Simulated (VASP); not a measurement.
# SrO (Fm-3m) in VASP: a series of runs

SrO is run at these levels: BLYP, PBE+D3(BJ); tasks: single point.

Everything below comes from runs of VASP 6.6.1. Logs are shortened: lines on timing, memory, paths and dates and some standing lists are left out, and cuts for length are marked.

**1. The cell of the first run**

It takes space group Fm-3m (No. 225, cubic). The conventional cell has a = 5.178 Å, b = 5.178 Å, c = 5.178 Å, α = 90.00°, β = 90.00°, γ = 90.00°. Sr (site symmetry m-3m) has 6 O at 2.59 Å within 3.4 Å. O (site symmetry m-3m) has 6 Sr at 2.59 Å within 3.4 Å.

**2. Single point, BLYP (17.35 Å³/atom)**

The input, INCAR:

```
PREC = Accurate
ENCUT = 520
EDIFF = 1E-6
ISMEAR = 0
SIGMA = 0.05
LREAL = False
LASPH = True
NELM = 100
ALGO = Normal
ISIF = 2
LWAVE = False
LCHARG = False
GGA = B5
ALDAX = 1.0
AGGAX = 1.0
AGGAC = 1.0
ALDAC = 0.0
NBANDS = 15
```

The input, KPOINTS:

```
regular mesh
0
Gamma
  8 8 8
```

The input, POSCAR:

```
SrO
1.0
    0.0000000000      2.5887717488      2.5887717488
    2.5887717488      0.0000000000      2.5887717488
    2.5887717488      2.5887717488      0.0000000000
Sr O
1 1
Direct
    0.5000000000      0.5000000000      0.5000000000
    0.0000000000      0.0000000000      0.0000000000
```

Potentials or basis: VASP PAW PBE potentials, release 64 (Sr_sv, O).

Run with:

```
$ cat potpaw_PBE.64/Sr_sv/POTCAR potpaw_PBE.64/O/POTCAR > POTCAR
$ mpirun -np 1 vasp_std > vasp.out
```

OUTCAR:

```text
PREC = Accurate
   ENCUT = 520
   EDIFF = 1E-6
   ISMEAR = 0
   LREAL = False
   LASPH = True
   NELM = 100
   ISIF = 2
   GGA = B5

 ion  position               nearest neighbor table
   1  0.500  0.500  0.500-   2 2.59   2 2.59   2 2.59   2 2.59   2 2.59   2 2.59
   2  0.000  0.000  0.000-   1 2.59   1 2.59   1 2.59   1 2.59   1 2.59   1 2.59

  LATTYP: Found a face centered cubic cell.
 ALAT       =     5.1775434976

  Lattice vectors:

 A1 = (   0.0000000000,   2.5887717488,   2.5887717488)
 A2 = (   2.5887717488,   0.0000000000,   2.5887717488)
 A3 = (   2.5887717488,   2.5887717488,   0.0000000000)

Analysis of symmetry for initial positions (statically):
=====================================================================
 Subroutine PRICEL returns:
 Original cell was already a primitive cell.

 Routine SETGRP: Setting up the symmetry group for a
 face centered cubic supercell.

 Subroutine GETGRP returns: Found 48 space group operations
 (whereof 48 operations were pure point group operations)
 out of a pool of 48 trial point group operations.

The static configuration has the point symmetry O_h .

Analysis of symmetry for dynamics (positions and initial velocities):
=====================================================================
 Subroutine PRICEL returns:
 Original cell was already a primitive cell.

 Routine SETGRP: Setting up the symmetry group for a
 face centered cubic supercell.

 Subroutine GETGRP returns: Found 48 space group operations
 (whereof 48 operations were pure point group operations)
 out of a pool of 48 trial point group operations.

The dynamic configuration has the point symmetry O_h .

 Subroutine INISYM returns: Found 48 space group operations
 (whereof 48 operations are pure point group operations),
 and found     1 'primitive' translations

----------------------------------------------------------------------------------------

                                     Primitive cell

  volume of cell :      34.6985

  direct lattice vectors                    reciprocal lattice vectors
     0.000000000  2.588771749  2.588771749    -0.193141786  0.193141786  0.193141786
     2.588771749  0.000000000  2.588771749     0.193141786 -0.193141786  0.193141786
     2.588771749  2.588771749  0.000000000     0.193141786  0.193141786 -0.193141786

  length of vectors
     3.661076117  3.661076117  3.661076117     0.334531387  0.334531387  0.334531387

  position of ions in fractional coordinates (direct lattice)
     0.500000000  0.500000000  0.500000000
     0.000000000  0.000000000  0.000000000

  ion indices of the primitive-cell ions
   primitive index   ion index
                 1           1
[... 86 lines left out ...]
   EMIN   =  10.00;   EMAX   =-10.00  energy-range for DOS
   EFERMI =   0.00;   METHOD = LEGACY
   ISMEAR =     0;   SIGMA  =   0.05  broadening in eV -4-tet -1-fermi 0-gaus
   EFERMI_NEDOS =   21; number of points for ismear=-14 and -15
   IALGO  =     38    algorithm
   IMIX   =      4    mixing-type and parameters
     AMIX     =   0.40;   BMIX     =  1.00
     AMIX_MAG =   1.60;   BMIX_MAG =  1.00
  volume/ion in A,a.u.               =      17.35       117.08
  Fermi-wavevector in a.u.,A,eV,Ry     =   1.264769  2.390066 21.764417  1.599640
  Thomas-Fermi vector in A             =   2.398057
   LORBIT       =      0    0 simple, 1 ext, 2 COOP (PROOUT), +10 PAW based schemes
   GGA     = B5    functional components
   LHFCALC =     F    Hartree Fock is set to
   AEXX    =    0.0000 exact exchange contribution
   IVDW    =     0    specifies the selected vdW correction
   LEPSILON=     F    determine dielectric tensor
   LRPA    =     F    only Hartree local field effects (RPA)
 non-spin polarized calculation
 Gauss-broadening in eV      SIGMA  =   0.05
  energy-cutoff  :      520.00
  volume of cell :       34.70
 maximum number of plane-waves:       950
   NGX = 13   NGY = 13   NGZ = 13

 number of electron      15.9999999 magnetization

 Free energy of the ion-electron system (eV)
  ---------------------------------------------------
  ext. energy  EPLUGINS =         0.00000000
  ---------------------------------------------------
  free energy    TOTEN  =       -11.48063605 eV

  energy without entropy =      -11.48063605  energy(sigma->0) =      -11.48063605

 E-fermi :   2.2155     XC(G=0):  -9.4705

 val. band max:        1.9184513372   @ k =   0.0000   0.0000   0.0000
 cond. band min:       5.3213590420   @ k =   0.5000   0.5000   0.0000
 fundamental gap:      3.4029077048
 Fermi energy:         2.2154831857

 k-point     1 :       0.0000    0.0000    0.0000
  band No.  band energies     occupation
      1     -30.5728      2.00000
      2     -13.0457      2.00000
      3     -12.2707      2.00000
      4     -12.2707      2.00000
      5     -12.2707      2.00000
      6       1.9184      2.00000
      7       1.9185      2.00000
      8       1.9185      2.00000
      9       5.9943      0.00000
     10       8.0847      0.00000
     11       8.0847      0.00000
     12       8.0847      0.00000
     13      10.1967      0.00000
     14      10.1967      0.00000
[... 401 lines left out ...]
      2     -14.3007      2.00000
      3     -12.6263      2.00000
      4     -12.4784      2.00000
      5     -11.3492      2.00000
      6       0.4074      2.00000
      7       1.0837      2.00000
      8       1.1563      2.00000
      9       8.3056      0.00000
     10       8.6922      0.00000
     11      11.0822      0.00000
     12      11.2320      0.00000
     13      13.2569      0.00000
     14      14.7000      0.00000
     15      15.0422      0.00000

 [... further k-points ...]

------------------------ aborting loop because EDIFF is reached ----------------------------------------

  FORCE on cell =-STRESS in cart. coord.  units (eV):
  Direction    XX          YY          ZZ          XY          YZ          ZX
  --------------------------------------------------------------------------------------
  -------------------------------------------------------------------------------------
  Total        0.8927285      0.8927285      0.8927285      0.0000000      0.0000000      0.0000000
  in kB       41.2210180     41.2210180     41.2210180      0.0000000      0.0000000      0.0000000
  external PRESSURE =      41.2210180 kB  Pullay stress =       0.0000000 kB

 VOLUME and BASIS-vectors are now :
 -----------------------------------------------------------------------------
  energy-cutoff  :      520.00
  volume of cell :       34.70
      direct lattice vectors                 reciprocal lattice vectors
     0.000000000  2.588771749  2.588771749    -0.193141786  0.193141786  0.193141786
     2.588771749  0.000000000  2.588771749     0.193141786 -0.193141786  0.193141786
     2.588771749  2.588771749  0.000000000     0.193141786  0.193141786 -0.193141786

 POSITION                                       TOTAL-FORCE (eV/Angst)
 -----------------------------------------------------------------------------------
      2.58877      2.58877      2.58877         0.000000     -0.000000     -0.000000
      0.00000      0.00000      0.00000         0.000000      0.000000      0.000000
 -----------------------------------------------------------------------------------
    total drift:                                0.000000      0.000000      0.000000

  FREE ENERGIE OF THE ION-ELECTRON SYSTEM (eV)
  ---------------------------------------------------
  free  energy   TOTEN  =       -11.4806360517 eV

  energy  without entropy=      -11.4806360517  energy(sigma->0) =      -11.48063605
```

stdout:

```text
POSCAR found type information on POSCAR SrO
 POSCAR found :  2 types and       2 ions
 scaLAPACK will be used
 -----------------------------------------------------------------------------
|                                                                             |
|                                                                             |
|     You enforced a specific xc type in the INCAR file but a different       |
|     I HOPE YOU KNOW WHAT YOU ARE DOING!                                     |
|                                                                             |
 -----------------------------------------------------------------------------

 LDA part: xc-table for (Slater(with rela. corr.)+VWN5), standard interpolation
 POSCAR, INCAR and KPOINTS ok, starting setup
 FFT: planning ... GRIDC
 FFT: planning ... GRID_SOFT
 FFT: planning ... GRID
 WAVECAR not read
 entering main loop
```

Wall time 38 s (1 thread of Intel Xeon 8259CL, shared host); peak memory 0.16 GiB.

What came out:

```
Free energy            : -11.4806 eV
Pressure               : 4.1 GPa
Band gap on the k mesh : 3.40 eV (least direct gap 3.50 eV)
```

Levels at points of the mesh, in eV from the valence-band top:
```tsv
k point	band 5	band 6	band 7	band 8	band 9	band 10	band 11	band 12
(0.00, 0.00, 0.00)	-14.19	0.00	0.00	0.00	4.08	6.17	6.17	6.17
(0.50, 0.00, 0.00)	-12.92	-2.08	-1.09	-1.09	6.55	8.60	8.69	8.69
(0.50, 0.50, 0.00)	-14.53	-0.44	-0.10	-0.10	3.40	7.68	9.99	10.49
```

Caveat: the cell stands under pressure; the PAW data sets were made with another functional, which shifts forces and pressure a little. A k mesh can miss the band edges.

**3. Single point, PBE+D3(BJ) (17.80 Å³/atom)**

This run uses another cell than the first one, of 17.80 Å³/atom.

The input, INCAR:

```
SYSTEM = SrO
  ALGO = Normal
  EDIFF = 1E-7
  ENCUT = 520
  GGA = PE
  ISIF = 2
  ISMEAR = 0
  IVDW = 12
  LASPH = .True.
  LCHARG = .False.
  LREAL = .False.
  LWAVE = .False.
  NBANDS = 15
  NELM = 100
  PREC = Accurate
  SIGMA = 0.05
```

The input, KPOINTS:

```
k-points
0
Gamma
  8 8 8
  0 0 0
```

The input, POSCAR:

```
SrO
1.0
    0.0000000000      2.6112104590      2.6112104590
    2.6112104590      0.0000000000      2.6112104590
    2.6112104590      2.6112104590      0.0000000000
Sr O
1 1
Direct
    0.5000000000      0.5000000000      0.5000000000
    0.0000000000      0.0000000000      0.0000000000
```

Potentials or basis: VASP PAW PBE potentials, release 64 (Sr_sv, O).

Run with:

```
$ cat potpaw_PBE.64/Sr_sv/POTCAR potpaw_PBE.64/O/POTCAR > POTCAR
$ mpirun -np 1 vasp_std > vasp.out
```

Wall time 35 s (1 thread of Intel Xeon 8259CL, shared host); peak memory 0.17 GiB.

The run converged. Its results:

- Free energy: -12.5228 eV
- Pressure: -3.0 GPa
- Band gap on the k mesh: 3.29 eV (least direct gap 3.40 eV)
- Dispersion energy per atom: -0.234 eV

Levels at points of the mesh, in eV from the valence-band top:
| k point | band 5 | band 6 | band 7 | band 8 | band 9 | band 10 | band 11 | band 12 |
| --- | --- | --- | --- | --- | --- | --- | --- | --- |
| (0.00, 0.00, 0.00) | -14.24 | 0.00 | 0.00 | 0.00 | 3.66 | 6.11 | 6.11 | 6.11 |
| (0.50, 0.00, 0.00) | -13.06 | -2.08 | -1.05 | -1.05 | 6.35 | 8.09 | 8.58 | 8.58 |
| (0.50, 0.50, 0.00) | -14.55 | -0.51 | -0.12 | -0.12 | 3.29 | 7.46 | 9.87 | 9.97 |

Caveat: three body term missing.

**4. Single point, BLYP (18.07 Å³/atom)**

This run uses another cell than the first one, of 18.07 Å³/atom.

The input, INCAR:

```
PREC = Accurate
ENCUT = 520
EDIFF = 1E-7
ISMEAR = 0
SIGMA = 0.05
LREAL = F
LASPH = T
NELM = 100
ALGO = Normal
ISIF = 2
LWAVE = F
LCHARG = F
GGA = B5
ALDAX = 1.0
AGGAX = 1.0
AGGAC = 1.0
ALDAC = 0.0
NBANDS = 15
```

The input, KPOINTS:

```
regular mesh
0
Gamma
  8 8 8
```

The input, POSCAR:

```
SrO
1.0
    0.0000000000      2.6242387828      2.6242387828
    2.6242387828      0.0000000000      2.6242387828
    2.6242387828      2.6242387828      0.0000000000
Sr O
1 1
Direct
    0.5000000000      0.5000000000      0.5000000000
    0.0000000000      0.0000000000      0.0000000000
```

Run with:

```
$ cat potpaw_PBE.64/Sr_sv/POTCAR potpaw_PBE.64/O/POTCAR > POTCAR
$ mpirun -np 1 vasp_std > vasp.out
```

It took 58 s on 1 thread of Intel Xeon 8259CL, shared host; peak memory 0.16 GiB.

Results (log left out):

```yaml
Free_energy: -11.5017 eV
Pressure: 0.4 GPa
Band_gap_on_the_k_mesh: 3.42 eV (least direct gap 3.53 eV)
```

Levels at points of the mesh, in eV from the valence-band top:
```csv
k point,band 4,band 5,band 6,band 7,band 8,band 9,band 10,band 11,band 12,band 13
"(0.00, 0.00, 0.00)",-14.38,-14.38,0.00,0.00,0.00,3.79,6.07,6.07,6.07,8.09
"(0.50, 0.00, 0.00)",-14.45,-13.11,-2.00,-1.02,-1.02,6.37,8.28,8.45,8.45,11.26
"(0.50, 0.50, 0.00)",-14.67,-14.67,-0.49,-0.12,-0.12,3.42,7.38,9.72,10.14,10.49
```

Caveat: the PAW data sets were made with another functional, which shifts forces and pressure a little. A k mesh can miss the band edges.

**5. Overview**

```csv
level,cell,gap on the mesh (eV),pressure (GPa)
BLYP,"a = 3.661 Å, angles 60.0°, 2 atoms",3.40,4.1
PBE+D3(BJ),"a = 3.693 Å, angles 60.0°, 2 atoms",3.29,-3.0
BLYP,"a = 3.711 Å, angles 60.0°, 2 atoms",3.42,0.4
```

Alike in all rows: task single point; potentials or basis VASP PAW PBE potentials, release 64 (Sr_sv, O); no spin polarisation; k mesh 8 × 8 × 8; cutoff (eV) 520; smearing gaussian 0.05 eV.

Caveats: the PAW data sets were made with another functional, which shifts forces and pressure a little (at least some runs); the cell stands under pressure (at least some runs); three body term missing (at least some runs).

Total energies depend on the potentials used, so only differences within one code and one set of settings carry meaning.
